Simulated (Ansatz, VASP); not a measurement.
## WC in VASP and in Ansatz

POSCAR

```
WC
1.0
    0.0000000000      2.1926800000      2.1926800000
    2.1926800000      0.0000000000      2.1926800000
    2.1926800000      2.1926800000      0.0000000000
W C
1 1
Direct
   -0.0010671305      0.0004611133      0.0001917884
    0.5163334558      0.4929422182      0.4970644940
```

Contents of INCAR.step1:

```
PREC = Accurate ; ENCUT = 660
ISMEAR = -1 ; SIGMA = 0.1
LREAL = F ; LASPH = T
NELM = 120 ; NBANDS = 16
GGA = PE ; ALGO = Normal
EDIFF = 1E-5 ; LWAVE = T
LCHARG = F ; GGA_COMPAT = F
```

The input INCAR.step2:

```
PREC = Accurate ; ENCUT = 660
EDIFF = 1E-6 ; ISMEAR = -1
SIGMA = 0.1 ; LREAL = F
LASPH = T ; NELM = 120
ALGO = Normal ; ISIF = 2
LWAVE = F ; LCHARG = T
METAGGA = R2SCAN ; LMIXTAU = T
LELF = T ; LVHAR = T
NBANDS = 16 ; ISTART = 1
GGA_COMPAT = F
```

The input KPOINTS:

```
Automatic mesh
0
Gamma
  4 4 4
```

Input for Ansatz:

```yaml
crystal:
  lattice:
    - [0.0, 2.19268, 2.19268]
    - [2.19268, 0.0, 2.19268]
    - [2.19268, 2.19268, 0.0]
  atoms:
    - { symbol: W, position: [-0.0010671305053396704, 0.00046111334316833135, 0.00019178843085730768] }
    - { symbol: C, position: [0.5163334558081674, 0.4929422182156337, 0.4970644939799565] }
basis:
  ecutwfc: 612.25619053473
kpoints:
  mp_grid:
    grid: [4, 4, 4]
hamiltonian:
  xc: r2scan
scf:
  max_iter: 80
  occupations:
    method: fermi_dirac
    width: 0.1
output:
  forces: true
```

Alike in both runs: task single point; functional r2SCAN; k mesh 4 × 4 × 4; occupations fermi-dirac, width 0.1 eV; no spin polarisation.

```csv
,VASP,Ansatz
version,VASP 6.6.1,Ansatz 0.2.0
potentials or method,"VASP PAW PBE potentials, release 64 (W_sv, C), cutoff 660 eV","plane waves, PAW"
valence electrons in the cell,18,18
```

Ansatz gave:

```
rms of the force components (eV/Å) : 0.288
```

Which values does VASP return?

rms of the force components (eV/Å): 0.290.

VASP's potentials were made for PBE, not for r2SCAN. Atom by atom the forces differ by 0.002 eV/Å (rms over components).

The k mesh is coarse, so the values compare programs but aren't converged. Spin-orbit coupling is off throughout.
